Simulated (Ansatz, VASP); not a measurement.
# TaSbSe in VASP and in Ansatz

INCAR

```
PREC = Accurate
ENCUT = 600
EDIFF = 1E-7
ISMEAR = -1
SIGMA = 0.05
LREAL = F
LASPH = T
NELM = 100
ALGO = Normal
ISIF = 3
LWAVE = F
LCHARG = F
GGA = B5
ALDAX = 1.0
AGGAX = 1.0
AGGAC = 1.0
ALDAC = 0.0
IBRION = 2
NSW = 40
EDIFFG = -0.02
```

File KPOINTS:

```
Automatic mesh
0
Gamma
  7 7 5
```

The input POSCAR:

```
TaSbSe
1.0
    3.6296100000      0.0000000000      0.0000000000
    0.0000000000      3.6296100000      0.0000000000
    0.0000000000      0.0000000000      5.6345500000
Ta Sb Se
1 1 1
Direct
    0.0000000000      0.0000000000      0.0000000000
    0.0000000000      0.0000000000      0.5000000000
    0.5000000000      0.5000000000      0.0000000000
```

File input.yaml:

```yaml
crystal:
  lattice:
    - [3.62961, 0.0, 0.0]
    - [0.0, 3.62961, 0.0]
    - [0.0, 0.0, 5.63455]
  atoms:
    - { symbol: Ta, position: [0.0, 0.0, 0.0] }
    - { symbol: Sb, position: [0.0, 0.0, 0.5] }
    - { symbol: Se, position: [0.5, 0.5, 0.0] }
hamiltonian:
  xc: blyp
  pseudopotentials: { kind: paw }
kpoints:
  mp_grid: { grid: [7, 7, 5] }
scf:
  occupations: { method: fermi_dirac, width: 0.05 }
output:
  forces: true
  stress: true
  eigenvalues: true
  write_density: true
  write_potential: true
  elf: true
  volumetric_format: npy
relax:
  f_tol: 0.01
  max_steps: 40
  cell: { stress_tol: 0.05 }
```

Alike in both runs: task relaxation of cell and atoms; functional BLYP; k mesh 7 × 7 × 5; occupations fermi-dirac, width 0.05 eV; no spin polarisation.

```csv
,VASP,Ansatz
version,VASP 6.6.1,Ansatz 0.2.0
potentials or method,"VASP PAW PBE potentials, release 64 (Ta_pv, Sb, Se)",Ansatz PAW
plane-wave cutoff (eV),600,420
valence electrons in the cell,22,44
```

|  | VASP | Ansatz | Ansatz less VASP |
| --- | --- | --- | --- |
| gap on the k mesh at the Fermi level, each at its own relaxed structure (eV) | none | none | - |
| relaxed volume (Å³/atom) | 26.33 | 26.21 | -0.115 |
| relaxed cell length with the largest relative difference (Å) | 5.724 | 5.709 | -0.0156 |

VASP's potentials were made for PBE, not for BLYP. A gap of «none» marks a metal or a gap that the smearing closes. VASP's potentials hold 22 valence electrons a cell and Ansatz's 44, so a difference there can come from the potentials and not from the codes.

Neither program's run includes spin-orbit coupling. Noted on Ansatz's run: the plane-wave basis is chosen anew once the cell has moved, so the energies of steps on either side of that aren't comparable.
